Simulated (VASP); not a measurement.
A run of VASP 6.6.1:

File INCAR:

```
SYSTEM = Si
PREC = Accurate
ENCUT = 520
EDIFF = 1E-6
ISMEAR = 0
SIGMA = 0.1
LREAL = Auto
LASPH = .TRUE.
NELM = 80
ALGO = Fast
ISIF = 2
LWAVE = .FALSE.
LCHARG = .FALSE.
LDIPOL = .TRUE.
IDIPOL = 3
DIPOL = 0.5 0.5 0.390
GGA = PE
NBANDS = 66
```

KPOINTS

```
Automatic mesh
0
G
  6 6 1
  0 0 0
```

The input POSCAR:

```
Si
1.0
    7.7354122101      0.0000000000      0.0000000000
   -3.8677061051      6.6990634827      0.0000000000
    0.0000000000      0.0000000000     30.4455602267
Si
24
Direct
    0.1670893836      0.3302290216      0.2908655313
    0.6631396380      0.3329106164      0.2908655313
    0.1697709784      0.8368603620      0.2908655313
    0.6666666667      0.8333333333      0.2544418137
    0.0000000000      0.5000000000      0.3099619254
    0.5135549254      0.5285291065      0.2957862973
   -0.0285291065     -0.0149741812      0.2957862973
    0.5149741812     -0.0135549254      0.2957862973
    0.0000000000      0.5000000000      0.3886552992
    0.5071277594      0.5107585607      0.3745741355
   -0.0107585607     -0.0036308013      0.3745741355
    0.5036308013     -0.0071277594      0.3745741355
    0.8289833471      0.6723171580      0.4088789704
    0.3433338110      0.6710166529      0.4088789704
    0.8276828420      0.1566661890      0.4088789704
    0.3333333333      0.1666666667      0.3888366658
    0.8101274385      0.6534953148      0.4926535716
    0.3433678763      0.6898725615      0.4926535716
    0.8465046852      0.1566321237      0.4926535716
    0.3333333333      0.1666666667      0.4644357466
    0.6666666667      0.8333333333      0.4542380007
    0.1521339259      0.8481047877      0.5027084672
    0.6518952123      0.3040291383      0.5027084672
    0.1959708617      0.3478660741      0.5027084672
```

Potentials or basis: VASP PAW PBE potentials, release 64 (Si).

The run is started by

```sh
$ cat potpaw_PBE.64/Si/POTCAR > POTCAR
$ mpirun -np 1 vasp_std > vasp.out
```

Hardware: 1 thread of Intel(R) Xeon(R) Platinum 8488C (Sapphire Rapids) (shared host).

Estimate the wall time of this run.

Run time: 40 min on 1 thread of Intel(R) Xeon(R) Platinum 8488C (Sapphire Rapids) (shared host), peak memory 1.7 GiB. Counts: scf iterations 25, k points 8.
